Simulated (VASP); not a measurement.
# NaCl (R-3m) in VASP: notebook

The runs below take NaCl through single point, with PBE, r2SCAN.

Everything below comes from runs of VASP 6.6.1. Logs are shortened: lines on timing, memory, paths and dates and some standing lists are left out, and cuts for length are marked.

**1. The cell of the first run**

Symmetry: R-3m, No. 166, trigonal system. The conventional cell has a = 4.043 Å, b = 4.043 Å, c = 9.560 Å, α = 90.00°, β = 90.00°, γ = 120.00°. Na (site symmetry -3m) has 6 Cl at 2.83 Å within 3.7 Å. Within 3.7 Å of Cl (site symmetry -3m) lie 6 Na at 2.83 Å.

**2. Single point, PBE (epitaxial 111 strain +2.0%)**

File INCAR:

```
SYSTEM = NaCl
  PREC = Accurate
  ENCUT = 520
  EDIFF = 1E-6
  ISMEAR = -1
  SIGMA = 0.02
  LREAL = .FALSE.
  LASPH = .TRUE.
  NELM = 60
  ALGO = Normal
  ISIF = 2
  LWAVE = .FALSE.
  LCHARG = .FALSE.
  GGA = PE
  NBANDS = 14
```

File KPOINTS:

```
regular mesh
0
G
  8 8 8
  0 0 0
```

File POSCAR:

```
NaCl
1.0
   -0.0660881072      2.7926646947      2.7926646947
    2.7926646947     -0.0660881072      2.7926646947
    2.7926646947      2.7926646947     -0.0660881072
Na Cl
1 1
Direct
    0.0000000000      0.0000000000      0.0000000000
    0.5000000000      0.5000000000      0.5000000000
```

Potentials or basis: VASP PAW PBE potentials, release 64 (Na_pv, Cl).

Started as:

```bash
$ cat potpaw_PBE.64/Na_pv/POTCAR potpaw_PBE.64/Cl/POTCAR > POTCAR
$ mpirun -np 1 vasp_std > vasp.out
```

OUTCAR:

```text
SYSTEM = NaCl
   PREC = Accurate
   ENCUT = 520
   EDIFF = 1E-6
   ISMEAR = -1
   LREAL = .FALSE.
   LASPH = .TRUE.
   NELM = 60
   ISIF = 2
   GGA = PE

 ion  position               nearest neighbor table
   1  0.000  0.000  0.000-
   2  0.500  0.500  0.500-

  LATTYP: Found a trigonal (rhomboedric) cell.
 ALAT       =     3.9499771939
 COS(alpha) =     0.4762017655

  Lattice vectors:

 A1 = (  -0.0660881072,   2.7926646947,   2.7926646947)
 A2 = (   2.7926646947,  -0.0660881072,   2.7926646947)
 A3 = (   2.7926646947,   2.7926646947,  -0.0660881072)

Analysis of symmetry for initial positions (statically):
=====================================================================
 Subroutine PRICEL returns:
 Original cell was already a primitive cell.

 Routine SETGRP: Setting up the symmetry group for a
 trigonal (rhombohedral) supercell.

 Subroutine GETGRP returns: Found 12 space group operations
 (whereof 12 operations were pure point group operations)
 out of a pool of 12 trial point group operations.

The static configuration has the point symmetry D_3d.

Analysis of symmetry for dynamics (positions and initial velocities):
=====================================================================
 Subroutine PRICEL returns:
 Original cell was already a primitive cell.

 Routine SETGRP: Setting up the symmetry group for a
 trigonal (rhombohedral) supercell.

 Subroutine GETGRP returns: Found 12 space group operations
 (whereof 12 operations were pure point group operations)
 out of a pool of 12 trial point group operations.

The dynamic configuration has the point symmetry D_3d.

 Subroutine INISYM returns: Found 12 space group operations
 (whereof 12 operations are pure point group operations),
 and found     1 'primitive' translations

----------------------------------------------------------------------------------------

                                     Primitive cell

  volume of cell :      45.1058

  direct lattice vectors                    reciprocal lattice vectors
    -0.066088107  2.792664695  2.792664695    -0.172807154  0.176995739  0.176995739
     2.792664695 -0.066088107  2.792664695     0.176995739 -0.172807154  0.176995739
     2.792664695  2.792664695 -0.066088107     0.176995739  0.176995739 -0.172807154

  length of vectors
     3.949977194  3.949977194  3.949977194     0.304166559  0.304166559  0.304166559

  position of ions in fractional coordinates (direct lattice)
     0.000000000  0.000000000  0.000000000
     0.500000000  0.500000000  0.500000000

  ion indices of the primitive-cell ions
   primitive index   ion index
                 1           1
                 2           2

----------------------------------------------------------------------------------------

 KPOINTS: regular mesh

Automatic generation of k-mesh.
 Grid dimensions read from file:
 generate k-points for:    8    8    8

 Generating k-lattice:

  Cartesian coordinates                     Fractional coordinates (reciprocal lattice)
    -0.021600894  0.022124467  0.022124467     0.125000000  0.000000000  0.000000000
     0.022124467 -0.021600894  0.022124467     0.000000000  0.125000000  0.000000000
     0.022124467  0.022124467 -0.021600894     0.000000000  0.000000000  0.125000000

  Length of vectors
     0.038020820  0.038020820  0.038020820

  Shift w.r.t. Gamma in fractional coordinates (k-lattice)
     0.000000000  0.000000000  0.000000000

 Subroutine IBZKPT returns following result:
 ===========================================

 Found     65 irreducible k-points:

 Following reciprocal coordinates:
            Coordinates               Weight
  0.000000  0.000000  0.000000      1.000000
  0.125000  0.000000 -0.000000      6.000000
  0.250000  0.000000 -0.000000      6.000000
  0.375000  0.000000  0.000000      6.000000
  0.500000  0.000000 -0.000000      3.000000
  0.125000  0.125000  0.000000      6.000000
[... 16 lines left out ...]
  0.250000  0.125000  0.125000      6.000000
  0.375000  0.125000  0.125000      6.000000
 [... further k-points ...]
   k-points           NKPTS =     65   k-points in BZ     NKDIM =     65   number of bands    NBANDS=     14
   number of dos      NEDOS =    301   number of ions     NIONS =      2
   total plane-waves  NPLWV =  27000
   dimension x,y,z NGX =    30 NGY =   30 NGZ =   30
   dimension x,y,z NGXF=    60 NGYF=   60 NGZF=   60
   ions per type =               1   1
   NGX,Y,Z   is equivalent  to a cutoff of  12.63, 12.63, 12.63 a.u.
   NGXF,Y,Z  is equivalent  to a cutoff of  25.25, 25.25, 25.25 a.u.
 SYSTEM =  NaCl
   PREC   = accura    normal or accurate (medium, high low for compatibility)
   ISTART =      0    job   : 0-new  1-cont  2-samecut
   ICHARG =      2    charge: 1-file 2-atom 10-const
   ISPIN  =      1    spin polarized calculation?
   LNONCOLLINEAR =      F non collinear calculations
   LSORBIT =      F    spin-orbit coupling
   LASPH  =      T    aspherical Exc in radial PAW
   ENCUT  =  520.0 eV  38.22 Ry    6.18 a.u.   7.34  7.34  7.34*2*pi/ulx,y,z
   NELM   =     60;   NELMIN=  2; NELMDL= -5     # of ELM steps
   EDIFF  = 0.1E-05   stopping-criterion for ELM
   LREAL  =      F    real-space projection
   EDIFFG = 0.1E-04   stopping-criterion for IOM
   NSW    =      0    number of steps for IOM
   IBRION =     -1    ionic relax: 0-MD 1-quasi-New 2-CG
   NFREE  =      0    steps in history (QN), initial steepest desc. (CG)
   ISIF   =      2    stress and relaxation
   ISYM   =      2    0-nonsym 1-usesym 2-fastsym
   POTIM  = 0.5000    time-step for ionic-motion
   TEBEG  =    0.0;   TEEND  =   0.0 temperature during run
   PSTRESS=    0.0 pullay stress
   NELECT =      14.0000    total number of electrons
   NUPDOWN=      -1.0000    fix difference up-down
   EMIN   =  10.00;   EMAX   =-10.00  energy-range for DOS
   EFERMI =   0.00;   METHOD = LEGACY
   ISMEAR =    -1;   SIGMA  =   0.02  broadening in eV -4-tet -1-fermi 0-gaus
   EFERMI_NEDOS =   21; number of points for ismear=-14 and -15
   IALGO  =     38    algorithm
   IMIX   =      4    mixing-type and parameters
     AMIX     =   0.40;   BMIX     =  1.00
     AMIX_MAG =   1.60;   BMIX_MAG =  1.00
  volume/ion in A,a.u.               =      22.55       152.19
  Fermi-wavevector in a.u.,A,eV,Ry     =   1.108426  2.094621 16.716225  1.228608
  Thomas-Fermi vector in A             =   2.244953
   LORBIT       =      0    0 simple, 1 ext, 2 COOP (PROOUT), +10 PAW based schemes
   GGA     = PE    functional components
   LHFCALC =     F    Hartree Fock is set to
   AEXX    =    0.0000 exact exchange contribution
   IVDW    =     0    specifies the selected vdW correction
   LEPSILON=     F    determine dielectric tensor
   LRPA    =     F    only Hartree local field effects (RPA)
 non-spin polarized calculation
  energy-cutoff  :      520.00
  volume of cell :       45.11
 maximum number of plane-waves:      1235
 NGX is ok and might be reduce to    30
   NGX = 15   NGY = 15   NGZ = 15

 number of electron      13.9999993 magnetization

 Free energy of the ion-electron system (eV)
  ---------------------------------------------------
  ext. energy  EPLUGINS =         0.00000000
  ---------------------------------------------------
  free energy    TOTEN  =        -6.77298598 eV

  energy without entropy =       -6.77298598  energy(sigma->0) =       -6.77298598

 E-fermi :  -0.2101     XC(G=0):  -8.1424

 val. band max:       -0.6788033185   @ k =   0.0000   0.0000   0.0000
 cond. band min:       4.3164369797   @ k =   0.0000   0.0000   0.0000
 fundamental gap:      4.9952402983
 Fermi energy:        -0.2100740827

 k-point     1 :       0.0000    0.0000    0.0000
  band No.  band energies     occupation
      1     -21.6004      2.00000
      2     -21.5952      2.00000
      3     -21.5952      2.00000
      4     -13.4080      2.00000
      5      -0.8016      2.00000
      6      -0.8016      2.00000
      7      -0.6788      2.00000
      8       4.3164      0.00000
      9      10.1924      0.00000
     10      10.1924      0.00000
     11      10.6925      0.00000
     12      12.5144      0.00000
     13      12.5144      0.00000
     14      14.0902      0.00000

 k-point     2 :       0.1250    0.0000   -0.0000
  band No.  band energies     occupation
      1     -21.6018      2.00000
      2     -21.5982      2.00000
      3     -21.5954      2.00000
      4     -13.3629      2.00000
      5      -1.1513      2.00000
      6      -0.8374      2.00000
      7      -0.7316      2.00000
      8       4.8063      0.00000
      9       9.7299      0.00000
     10      10.3809      0.00000
     11      10.8264      0.00000
     12      12.2240      0.00000
     13      12.3059      0.00000
     14      15.0075      0.00000

 k-point     3 :       0.2500    0.0000   -0.0000
  band No.  band energies     occupation
      1     -21.6103      2.00000
      2     -21.6005      2.00000
      3     -21.5959      2.00000
      4     -13.2511      2.00000
      5      -1.8651      2.00000
      6      -0.9211      2.00000
      7      -0.8288      2.00000
      8       5.7838      0.00000
      9       9.1876      0.00000
     10      10.5112      0.00000
     11      10.8485      0.00000
     12      12.3373      0.00000
     13      12.6337      0.00000
     14      14.8528      0.00000
[... 324 lines left out ...]
 k-point    23 :       0.2500    0.1250    0.1250
  band No.  band energies     occupation
      1     -21.6089      2.00000
      2     -21.5985      2.00000
      3     -21.5953      2.00000
      4     -13.2894      2.00000
      5      -1.5029      2.00000
      6      -0.9558      2.00000
      7      -0.8683      2.00000
      8       5.4841      0.00000
      9       9.3325      0.00000
     10      10.6176      0.00000
     11      10.7408      0.00000
     12      11.4381      0.00000
     13      12.7422      0.00000
     14      15.8896      0.00000

 k-point    24 :       0.3750    0.1250    0.1250
  band No.  band energies     occupation
      1     -21.6156      2.00000
      2     -21.6021      2.00000
      3     -21.5959      2.00000
      4     -13.1782      2.00000
      5      -2.0954      2.00000
      6      -1.0934      2.00000
      7      -0.9513      2.00000
      8       6.4425      0.00000
      9       8.9418      0.00000
     10      10.2079      0.00000
     11      10.7126      0.00000
     12      11.8487      0.00000
     13      13.9980      0.00000
     14      15.7318      0.00000

 [... further k-points ...]

------------------------ aborting loop because EDIFF is reached ----------------------------------------

  FORCE on cell =-STRESS in cart. coord.  units (eV):
  Direction    XX          YY          ZZ          XY          YZ          ZX
  --------------------------------------------------------------------------------------
  -------------------------------------------------------------------------------------
  Total        0.1595188      0.1595188      0.1595188      0.0777447      0.0777447      0.0777447
  in kB        5.6661720      5.6661720      5.6661720      2.7615255      2.7615255      2.7615255
  external PRESSURE =       5.6661720 kB  Pullay stress =       0.0000000 kB

 VOLUME and BASIS-vectors are now :
 -----------------------------------------------------------------------------
  energy-cutoff  :      520.00
  volume of cell :       45.11
      direct lattice vectors                 reciprocal lattice vectors
    -0.066088107  2.792664695  2.792664695    -0.172807154  0.176995739  0.176995739
     2.792664695 -0.066088107  2.792664695     0.176995739 -0.172807154  0.176995739
     2.792664695  2.792664695 -0.066088107     0.176995739  0.176995739 -0.172807154

 POSITION                                       TOTAL-FORCE (eV/Angst)
 -----------------------------------------------------------------------------------
      0.00000      0.00000      0.00000         0.000000      0.000000     -0.000000
      2.75962      2.75962      2.75962        -0.000000     -0.000000      0.000000
 -----------------------------------------------------------------------------------
    total drift:                               -0.000000      0.000000      0.000000

  FREE ENERGIE OF THE ION-ELECTRON SYSTEM (eV)
  ---------------------------------------------------
  free  energy   TOTEN  =        -6.7729859830 eV

  energy  without entropy=       -6.7729859830  energy(sigma->0) =       -6.77298598
```

It took 16 s on 1 thread of Intel Xeon 6975P-C (Granite Rapids), shared host; peak memory 0.17 GiB.

Results:

| Quantity | Value |
| --- | --- |
| Free energy | -6.7730 eV |
| Pressure | 0.6 GPa |
| Band gap on the k mesh | 5.00 eV, direct |

Caveat: the cell differs from its parent crystal (epitaxial 111 strain +2.0%). A k mesh can miss the band edges.

[end of part 1 of 2]
